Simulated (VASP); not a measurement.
# CsI (Pm-3m) in VASP: single point with PBEsol

Aim: the single point of CsI with PBEsol.

Everything below comes from runs of VASP 6.6.1. Logs are shortened: lines on timing, memory, paths and dates and some standing lists are left out, and cuts for length are marked.

### Step 1. The cell of the first run

The structure is cubic, space group Pm-3m (No. 221). The conventional cell has a = 4.567 Å, b = 4.567 Å, c = 4.567 Å, α = 90.00°, β = 90.00°, γ = 90.00°. Within 5.2 Å of Cs (site symmetry m-3m) lie 8 I at 3.95 Å and 6 Cs at 4.57 Å. Within 5.2 Å of I (site symmetry m-3m) lie 8 Cs at 3.95 Å and 6 I at 4.57 Å.

### Step 2. Single point, PBEsol

The input, INCAR:

```
PREC = Accurate
ENCUT = 500
EDIFF = 1E-6
ISMEAR = -1
SIGMA = 0.01
LREAL = False
LASPH = True
NELM = 120
ALGO = Normal
ISIF = 2
LWAVE = False
LCHARG = False
GGA = PS
NBANDS = 15
GGA_COMPAT = False
```

The input, KPOINTS:

```
regular mesh
0
Gamma
  4 4 4
```

The input, POSCAR:

```
CsI
1.0
    4.5667000000      0.0000000000      0.0000000000
    0.0000000000      4.5667000000      0.0000000000
    0.0000000000      0.0000000000      4.5667000000
Cs I
1 1
Direct
    0.0000000000      0.0000000000      0.0000000000
    0.5000000000      0.5000000000      0.5000000000
```

Potentials or basis: VASP PAW PBE potentials, release 64 (Cs_sv, I).

Run with:

```
cat potpaw_PBE.64/Cs_sv/POTCAR potpaw_PBE.64/I/POTCAR > POTCAR
mpirun -np 1 vasp_std > vasp.out
```

OUTCAR:

```text
PREC = Accurate
   ENCUT = 500
   EDIFF = 1E-6
   ISMEAR = -1
   LREAL = False
   LASPH = True
   NELM = 120
   ISIF = 2
   GGA = PS

 ion  position               nearest neighbor table
   1  0.000  0.000  0.000-
   2  0.500  0.500  0.500-

  LATTYP: Found a simple cubic cell.
 ALAT       =     4.5667000000

  Lattice vectors:

 A1 = (   4.5667000000,   0.0000000000,   0.0000000000)
 A2 = (   0.0000000000,   4.5667000000,   0.0000000000)
 A3 = (   0.0000000000,   0.0000000000,   4.5667000000)

Analysis of symmetry for initial positions (statically):
=====================================================================
 Subroutine PRICEL returns:
 Original cell was already a primitive cell.

 Routine SETGRP: Setting up the symmetry group for a
 simple cubic supercell.

 Subroutine GETGRP returns: Found 48 space group operations
 (whereof 48 operations were pure point group operations)
 out of a pool of 48 trial point group operations.

The static configuration has the point symmetry O_h .

Analysis of symmetry for dynamics (positions and initial velocities):
=====================================================================
 Subroutine PRICEL returns:
 Original cell was already a primitive cell.

 Routine SETGRP: Setting up the symmetry group for a
 simple cubic supercell.

 Subroutine GETGRP returns: Found 48 space group operations
 (whereof 48 operations were pure point group operations)
 out of a pool of 48 trial point group operations.

The dynamic configuration has the point symmetry O_h .

 Subroutine INISYM returns: Found 48 space group operations
 (whereof 48 operations are pure point group operations),
 and found     1 'primitive' translations

----------------------------------------------------------------------------------------

                                     Primitive cell

  volume of cell :      95.2374

  direct lattice vectors                    reciprocal lattice vectors
     4.566700000  0.000000000  0.000000000     0.218976504  0.000000000  0.000000000
     0.000000000  4.566700000  0.000000000     0.000000000  0.218976504  0.000000000
     0.000000000  0.000000000  4.566700000     0.000000000  0.000000000  0.218976504

  length of vectors
     4.566700000  4.566700000  4.566700000     0.218976504  0.218976504  0.218976504

  position of ions in fractional coordinates (direct lattice)
     0.000000000  0.000000000  0.000000000
     0.500000000  0.500000000  0.500000000

  ion indices of the primitive-cell ions
   primitive index   ion index
                 1           1
                 2           2

----------------------------------------------------------------------------------------

 KPOINTS: regular mesh

Automatic generation of k-mesh.
 Grid dimensions read from file:
 generate k-points for:    4    4    4

 Generating k-lattice:

  Cartesian coordinates                     Fractional coordinates (reciprocal lattice)
     0.054744126  0.000000000  0.000000000     0.250000000  0.000000000  0.000000000
     0.000000000  0.054744126  0.000000000     0.000000000  0.250000000  0.000000000
     0.000000000  0.000000000  0.054744126     0.000000000  0.000000000  0.250000000

  Length of vectors
     0.054744126  0.054744126  0.054744126

  Shift w.r.t. Gamma in fractional coordinates (k-lattice)
     0.000000000  0.000000000  0.000000000

 Subroutine IBZKPT returns following result:
 ===========================================

 Found     10 irreducible k-points:

 Following reciprocal coordinates:
            Coordinates               Weight
  0.000000  0.000000  0.000000      1.000000
  0.250000  0.000000  0.000000      6.000000
  0.500000  0.000000  0.000000      3.000000
  0.250000  0.250000  0.000000     12.000000
  0.500000  0.250000  0.000000     12.000000
  0.500000  0.500000  0.000000      3.000000
  0.250000  0.250000  0.250000      8.000000
  0.500000  0.250000  0.250000     12.000000
  0.500000  0.500000  0.250000      6.000000
  0.500000  0.500000  0.500000      1.000000
   k-points           NKPTS =     10   k-points in BZ     NKDIM =     10   number of bands    NBANDS=     15
   number of dos      NEDOS =    301   number of ions     NIONS =      2
   total plane-waves  NPLWV =  46656
   dimension x,y,z NGX =    36 NGY =   36 NGZ =   36
   dimension x,y,z NGXF=    72 NGYF=   72 NGZF=   72
   ions per type =               1   1
   NGX,Y,Z   is equivalent  to a cutoff of  13.11, 13.11, 13.11 a.u.
   NGXF,Y,Z  is equivalent  to a cutoff of  26.21, 26.21, 26.21 a.u.
 SYSTEM =  unknown system
   PREC   = accura    normal or accurate (medium, high low for compatibility)
   ISTART =      0    job   : 0-new  1-cont  2-samecut
   ICHARG =      2    charge: 1-file 2-atom 10-const
   ISPIN  =      1    spin polarized calculation?
   LNONCOLLINEAR =      F non collinear calculations
   LSORBIT =      F    spin-orbit coupling
   LASPH  =      T    aspherical Exc in radial PAW
   ENCUT  =  500.0 eV  36.75 Ry    6.06 a.u.   8.33  8.33  8.33*2*pi/ulx,y,z
   NELM   =    120;   NELMIN=  2; NELMDL= -5     # of ELM steps
   EDIFF  = 0.1E-05   stopping-criterion for ELM
   LREAL  =      F    real-space projection
[... 7 lines left out ...]
   TEBEG  =    0.0;   TEEND  =   0.0 temperature during run
   PSTRESS=    0.0 pullay stress
   NELECT =      16.0000    total number of electrons
   NUPDOWN=      -1.0000    fix difference up-down
   EMIN   =  10.00;   EMAX   =-10.00  energy-range for DOS
   EFERMI =   0.00;   METHOD = LEGACY
   ISMEAR =    -1;   SIGMA  =   0.01  broadening in eV -4-tet -1-fermi 0-gaus
   EFERMI_NEDOS =   21; number of points for ismear=-14 and -15
   IALGO  =     38    algorithm
   IMIX   =      4    mixing-type and parameters
     AMIX     =   0.40;   BMIX     =  1.00
     AMIX_MAG =   1.60;   BMIX_MAG =  1.00
  volume/ion in A,a.u.               =      47.62       321.35
  Fermi-wavevector in a.u.,A,eV,Ry     =   0.903328  1.707043 11.102385  0.816002
  Thomas-Fermi vector in A             =   2.026641
   LORBIT       =      0    0 simple, 1 ext, 2 COOP (PROOUT), +10 PAW based schemes
   GGA     = PS    functional components
   LHFCALC =     F    Hartree Fock is set to
   AEXX    =    0.0000 exact exchange contribution
   IVDW    =     0    specifies the selected vdW correction
   LEPSILON=     F    determine dielectric tensor
   LRPA    =     F    only Hartree local field effects (RPA)
 non-spin polarized calculation
  energy-cutoff  :      500.00
  volume of cell :       95.24
 maximum number of plane-waves:      2469
 NGX is ok and might be reduce to    36
   NGX = 17   NGY = 17   NGZ = 17

 number of electron      16.0000003 magnetization

 Free energy of the ion-electron system (eV)
  ---------------------------------------------------
  ext. energy  EPLUGINS =         0.00000000
  ---------------------------------------------------
  free energy    TOTEN  =        -5.76740880 eV

  energy without entropy =       -5.76740880  energy(sigma->0) =       -5.76740880

 E-fermi :   0.9606     XC(G=0):  -7.9514

 val. band max:        0.7020348560   @ k =   0.5000   0.5000   0.0000
 cond. band min:       4.4027700584   @ k =   0.0000   0.0000   0.0000
 fundamental gap:      3.7007352025
 Fermi energy:         0.9605640918

 k-point     1 :       0.0000    0.0000    0.0000
  band No.  band energies     occupation
      1     -19.6625      2.00000
      2      -9.9917      2.00000
      3      -6.3451      2.00000
      4      -6.3451      2.00000
      5      -6.3451      2.00000
      6       0.6112      2.00000
      7       0.6112      2.00000
      8       0.6112      2.00000
      9       4.4028      0.00000
     10       4.7786      0.00000
     11       4.7786      0.00000
     12       8.4423      0.00000
     13       8.4423      0.00000
     14       8.4423      0.00000
     15      10.8604      0.00000

 k-point     2 :       0.2500    0.0000    0.0000
  band No.  band energies     occupation
      1     -19.6500      2.00000
      2      -9.9963      2.00000
      3      -6.4251      2.00000
      4      -6.3125      2.00000
      5      -6.3125      2.00000
      6      -0.2678      2.00000
      7       0.5332      2.00000
      8       0.5332      2.00000
      9       5.1487      0.00000
     10       5.5412      0.00000
     11       6.0515      0.00000
     12       8.3274      0.00000
     13       8.3274      0.00000
     14       8.7135      0.00000
     15       8.8513      0.00000

 k-point     3 :       0.5000    0.0000    0.0000
  band No.  band energies     occupation
      1     -19.6373      2.00000
      2     -10.0042      2.00000
      3      -6.4882      2.00000
      4      -6.2792      2.00000
      5      -6.2792      2.00000
      6      -0.9005      2.00000
      7       0.4518      2.00000
      8       0.4518      2.00000
      9       5.8126      0.00000
     10       7.0368      0.00000
     11       7.3412      0.00000
     12       7.4042      0.00000
     13       8.5630      0.00000
     14       8.5630      0.00000
     15       9.0977      0.00000
[... 91 lines left out ...]
 k-point     9 :       0.5000    0.5000    0.2500
  band No.  band energies     occupation
      1     -19.6041      2.00000
      2      -9.7685      2.00000
      3      -6.6630      2.00000
      4      -6.6630      2.00000
      5      -6.4270      2.00000
      6      -0.4089      2.00000
      7      -0.4089      2.00000
      8      -0.0656      2.00000
      9       5.9436      0.00000
     10       7.0030      0.00000
     11       7.0528      0.00000
     12       7.0528      0.00000
     13       9.6036      0.00000
     14       9.6036      0.00000
     15      10.4522      0.00000

 k-point    10 :       0.5000    0.5000    0.5000
  band No.  band energies     occupation
      1     -19.5934      2.00000
      2      -9.7145      2.00000
      3      -6.6033      2.00000
      4      -6.6033      2.00000
      5      -6.6033      2.00000
      6      -0.6361      2.00000
      7      -0.6361      2.00000
      8      -0.6361      2.00000
      9       7.7555      0.00000
     10       7.7555      0.00000
     11       7.7555      0.00000
     12       8.5131      0.00000
     13       8.5131      0.00000
     14       8.5131      0.00000
     15      10.5403      0.00000

------------------------ aborting loop because EDIFF is reached ----------------------------------------

  FORCE on cell =-STRESS in cart. coord.  units (eV):
  Direction    XX          YY          ZZ          XY          YZ          ZX
  --------------------------------------------------------------------------------------
  -------------------------------------------------------------------------------------
  Total       -0.2400677     -0.2400677     -0.2400677      0.0000000      0.0000000      0.0000000
  in kB       -4.0386559     -4.0386559     -4.0386559      0.0000000      0.0000000      0.0000000
  external PRESSURE =      -4.0386559 kB  Pullay stress =       0.0000000 kB

 VOLUME and BASIS-vectors are now :
 -----------------------------------------------------------------------------
  energy-cutoff  :      500.00
  volume of cell :       95.24
      direct lattice vectors                 reciprocal lattice vectors
     4.566700000  0.000000000  0.000000000     0.218976504  0.000000000  0.000000000
     0.000000000  4.566700000  0.000000000     0.000000000  0.218976504  0.000000000
     0.000000000  0.000000000  4.566700000     0.000000000  0.000000000  0.218976504

 POSITION                                       TOTAL-FORCE (eV/Angst)
 -----------------------------------------------------------------------------------
      0.00000      0.00000      0.00000         0.000000      0.000000      0.000000
      2.28335      2.28335      2.28335         0.000000      0.000000      0.000000
 -----------------------------------------------------------------------------------
    total drift:                               -0.000000      0.000000      0.000000

  FREE ENERGIE OF THE ION-ELECTRON SYSTEM (eV)
  ---------------------------------------------------
  free  energy   TOTEN  =        -5.7674087985 eV

  energy  without entropy=       -5.7674087985  energy(sigma->0) =       -5.76740880
```

Wall time 30 s (1 thread of AMD EPYC 7R43 (Zen 3), shared host); peak memory 0.16 GiB.

Results:

```
Free energy            : -5.7674 eV
Pressure               : -0.4 GPa
Band gap on the k mesh : 3.70 eV (least direct gap 3.79 eV)
```

Caveat: the PAW data sets were made with another functional, which shifts forces and pressure a little; spin-orbit coupling is left out, which moves the levels of the heavy elements. A k mesh can miss the band edges.
